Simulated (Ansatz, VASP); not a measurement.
# Sn: VASP beside Ansatz

INCAR

```
PREC = Accurate ; ENCUT = 520
EDIFF = 1E-6 ; ISMEAR = -1
SIGMA = 0.08 ; LREAL = F
LASPH = T ; NELM = 80
ALGO = Normal ; ISIF = 2
LWAVE = F ; LCHARG = T
GGA = CA ; LELF = T
LVHAR = T ; NBANDS = 13
```

The input KPOINTS:

```
Automatic mesh
0
Gamma
  13 13 13
```

POSCAR

```
Sn
1.0
   -1.6569893071      1.9150981989      2.0652062125
    1.6569893071     -1.9150981989      2.0652062125
    1.6569893071      1.9150981989     -2.0652062125
Sn
1
Direct
    0.0000000000      0.0000000000      0.0000000000
```

Input for Ansatz:

```yaml
crystal:
  lattice:
    - [-1.6569893071, 1.9150981989, 2.0652062125]
    - [1.6569893071, -1.9150981989, 2.0652062125]
    - [1.6569893071, 1.9150981989, -2.0652062125]
  atoms:
    - { symbol: Sn, position: [0.0, 0.0, 0.0] }
kpoints:
  mp_grid: { grid: [13, 13, 13] }
scf:
  occupations: { method: fermi_dirac, width: 0.08 }
hamiltonian:
  xc: lda
  pseudopotentials: { kind: all_electron, lapw: { basis_error: 0.00025 } }
output:
  forces: true
  stress: true
  eigenvalues: true
```

Change from the starting cell: volume scaled by 0.9405.

Alike in both runs: task single point; functional LDA; k mesh 13 × 13 × 13; occupations fermi-dirac, width 0.08 eV; no spin polarisation.

|  | VASP | Ansatz |
| --- | --- | --- |
| version | VASP 6.6.1 | Ansatz 0.2.0 |
| potentials or method | VASP PAW LDA potentials, release 64 (Sn_d), cutoff 520 eV | all-electron LAPW, scalar-relativistic |

|  | VASP | Ansatz | Ansatz less VASP |
| --- | --- | --- | --- |
| pressure (GPa) | -1.0 | -1.0 | +0.02 |
| traceless stress, the component that is largest in VASP (GPa) | -0.78 | -0.77 | +0.014 |

LDA's correlation is that of Perdew and Zunger in VASP and of Perdew and Wang (1992) in Ansatz. Ansatz ran all-electron here, and VASP with PAW potentials.
